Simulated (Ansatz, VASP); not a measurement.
## Sb: VASP beside Ansatz

The input INCAR:

```
  PREC = Accurate
  ENCUT = 600
  EDIFF = 1E-6
  ISMEAR = -1
  SIGMA = 0.1
  LREAL = False
  LASPH = True
  NELM = 80
  ALGO = Normal
  ISIF = 3
  LWAVE = False
  LCHARG = False
  GGA = CA
  IBRION = 2
  NSW = 80
  EDIFFG = -0.01
```

The input KPOINTS:

```
Automatic mesh
0
Gamma
  4 4 4
```

Contents of POSCAR:

```
Sb
1.0
    6.0135035706      0.0000000000      0.0000000000
    0.0000000000      6.0135035706      0.0000000000
    0.0000000000      0.0000000000      6.0135035706
Sb
8
Direct
    0.0000000000      0.0000000000      0.0000000000
    0.5000000000      0.5000000000      0.5000000000
    0.2500000000      0.0000000000      0.5000000000
    0.7500000000      0.0000000000      0.5000000000
    0.5000000000      0.2500000000      0.0000000000
    0.5000000000      0.7500000000      0.0000000000
    0.0000000000      0.5000000000      0.2500000000
    0.0000000000      0.5000000000      0.7500000000
```

Input for Ansatz:

```yaml
crystal:
  lattice:
    - [6.0135035706, 0.0, 0.0]
    - [0.0, 6.0135035706, 0.0]
    - [0.0, 0.0, 6.0135035706]
  atoms:
    - { symbol: Sb, position: [0.0, 0.0, 0.0] }
    - { symbol: Sb, position: [0.5, 0.5, 0.5] }
    - { symbol: Sb, position: [0.25, 0.0, 0.5] }
    - { symbol: Sb, position: [0.75, 0.0, 0.5] }
    - { symbol: Sb, position: [0.5, 0.25, 0.0] }
    - { symbol: Sb, position: [0.5, 0.75, 0.0] }
    - { symbol: Sb, position: [0.0, 0.5, 0.25] }
    - { symbol: Sb, position: [0.0, 0.5, 0.75] }
hamiltonian:
  xc: lda
  pseudopotentials:
    kind: paw
    azcp:
      Sb: "pseudopotentials/Sb.paw.azcp"
basis:
  ecutwfc: 420
  fft_grid_basis: typed
kpoints:
  mp_grid: { grid: [4, 4, 4], shift: [0, 0, 0] }
magnetization:
  spin_polarized: false
scf:
  occupations: { method: fermi_dirac, width: 0.1 }
relax:
  max_steps: 60
  f_tol: 0.01
  cell: {}
```

Alike in both runs: task relaxation of cell and atoms; functional LDA; k mesh 4 × 4 × 4; occupations fermi-dirac, width 0.1 eV; no spin polarisation.

|  | VASP | Ansatz |
| --- | --- | --- |
| version | VASP 6.6.1 | Ansatz 0.2.0 |
| potentials or method | VASP PAW LDA potentials, release 64 (Sb), cutoff 600 eV | plane waves (420 eV) with PAW, scalar-relativistic |
| valence electrons in the cell | 40 | 120 |

```csv
,VASP,Ansatz,Ansatz less VASP
relaxed volume (Å³/atom),26.25,26.20,-0.050
relaxed cell length with the largest relative difference (Å),5.944,5.940,-0.0038
```

Ansatz warns that its potentials were made for another functional, while VASP's fit it. LDA's correlation is that of Perdew and Zunger in VASP and of Perdew and Wang (1992) in Ansatz. VASP's potentials hold 40 valence electrons a cell and Ansatz's 120, so a difference there can come from the potentials and not from the codes.

Neither program's run includes spin-orbit coupling.
